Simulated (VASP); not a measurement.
## Al7N8 (a cell with a defect): single point with PBE

Al7N8 (a cell with a defect):

```
CELL_PARAMETERS angstrom
0.00000 0.00000 5.01796
-3.13025 5.42174 0.00000
-3.13025 -5.42174 0.00000
ATOMIC_POSITIONS crystal
Al 0.99650 0.66124 0.32816
Al 0.99653 0.16970 0.83669
Al 0.99748 0.66450 0.83350
Al 0.50410 0.83642 0.16883
Al 0.50595 0.32832 0.16963
Al 0.49718 0.83202 0.66590
Al 0.50406 0.32913 0.66155
N 0.41796 0.16424 0.33375
N 0.37714 0.66578 0.33540
N 0.37714 0.16252 0.83216
N 0.37726 0.66667 0.83129
N 0.87165 0.80174 0.15033
N 0.87212 0.34459 0.15331
N 0.87771 0.83240 0.66549
N 0.87165 0.34764 0.69628
```

This cell differs from its parent crystal: atoms taken out, then relaxed in part.

```json
{"Program": "VASP 6.6.1", "Task": "single point", "Functional": "PBE", "Potentials or basis": "VASP PAW PBE potentials, release 64 (Al, N)", "Cutoff": "520 eV", "k mesh": "2 × 2 × 2", "Occupations": "gaussian, width 0.01 eV", "Spin": "collinear spin", "Starting moments": "[0.0, 0.0, 0.0, 0.0, 0.0, 0.0, 0.0, 0.75, 0.0, 0.0, 0.0, 0.75, 0.75, 0.0, 0.75] μB"}
```

```
Largest force                                         : 0.017 eV/Å
Net moment                                            : 1.00 μB per cell
Site moments                                          : Al -0.00; N +0.12, -0.00, +0.22, +0.16, +0.00 (each value once) μB
Valence electrons inside the program's atomic spheres : Al 0.86, 0.84 (each value once); N 3.85, 3.87, 3.83 (each value once)
```

Forces on the atoms (eV/Å):
```
Al  -0.002  0.008 -0.002
Al   0.003  0.012 -0.003
Al   0.001 -0.010 -0.003
Al   0.013 -0.006  0.006
Al  -0.001  0.010 -0.005
Al   0.001 -0.001  0.005
Al  -0.013 -0.006  0.010
N    0.000  0.011  0.002
N    0.000  0.003 -0.001
N   -0.001  0.003 -0.001
N    0.000  0.001 -0.003
N   -0.005 -0.012 -0.007
N   -0.001  0.000  0.003
N    0.000  0.000  0.007
N    0.003 -0.013 -0.008
```

Levels at points of the mesh, in eV from the Fermi level:
Spin up:
| k point | band 30 | band 31 | band 32 | band 33 | band 34 | band 35 |
| --- | --- | --- | --- | --- | --- | --- |
| (0.00, 0.00, 0.00) | -1.28 | -0.70 | -0.54 | 2.70 | 3.98 | 3.99 |
| (0.50, 0.00, 0.00) | -1.26 | -0.74 | -0.58 | 3.67 | 3.68 | 3.78 |
| (0.00, 0.50, 0.00) | -1.67 | -1.11 | -0.62 | 4.41 | 4.49 | 4.58 |
| (0.00, 0.00, 0.50) | -1.68 | -1.11 | -0.62 | 4.41 | 4.49 | 4.58 |
| (0.00, 0.50, 0.50) | -1.52 | -1.10 | -0.74 | 4.41 | 4.48 | 4.59 |
| (0.50, 0.50, 0.00) | -2.09 | -0.74 | -0.55 | 4.72 | 4.79 | 4.95 |
| (0.50, 0.00, 0.50) | -2.09 | -0.73 | -0.55 | 4.72 | 4.79 | 4.95 |
| (0.50, 0.50, 0.50) | -2.00 | -0.84 | -0.53 | 4.73 | 4.79 | 4.95 |
Spin down:
```csv
k point,band 27,band 28,band 29,band 30,band 31,band 32,band 33,band 34,band 35,band 36
"(0.00, 0.00, 0.00)",-2.03,-2.02,-1.91,-1.04,0.05,0.07,2.75,3.99,3.99,4.31
"(0.50, 0.00, 0.00)",-2.44,-2.20,-2.20,-0.85,0.00,0.02,3.69,3.70,3.82,4.34
"(0.00, 0.50, 0.00)",-2.30,-2.02,-1.66,-1.11,-0.75,0.00,4.45,4.48,4.62,4.90
"(0.00, 0.00, 0.50)",-2.30,-2.02,-1.66,-1.11,-0.75,0.00,4.45,4.48,4.62,4.90
"(0.00, 0.50, 0.50)",-2.33,-1.98,-1.66,-1.11,-0.76,0.01,4.45,4.47,4.63,4.92
"(0.50, 0.50, 0.00)",-2.44,-2.33,-2.23,-1.81,-0.11,0.03,4.75,4.82,4.95,5.19
"(0.50, 0.00, 0.50)",-2.44,-2.33,-2.23,-1.81,-0.11,0.03,4.75,4.82,4.95,5.19
"(0.50, 0.50, 0.50)",-2.41,-2.34,-2.25,-1.78,-0.10,0.01,4.76,4.82,4.95,5.20
```

It took 2.8 min on 1 thread of AMD EPYC 9R45 96-Core Processor (Zen 5), with other jobs on the host, peak memory 0.35 GiB.

Caveat: the k points lie up to 0.63 Å⁻¹ apart; the cell carries a net charge on a neutralising background, which shifts energy and pressure; the cell differs from its parent crystal (atoms taken out, then relaxed in part); the cell is charged against a uniform background, so pressure and absolute levels hang on convention.
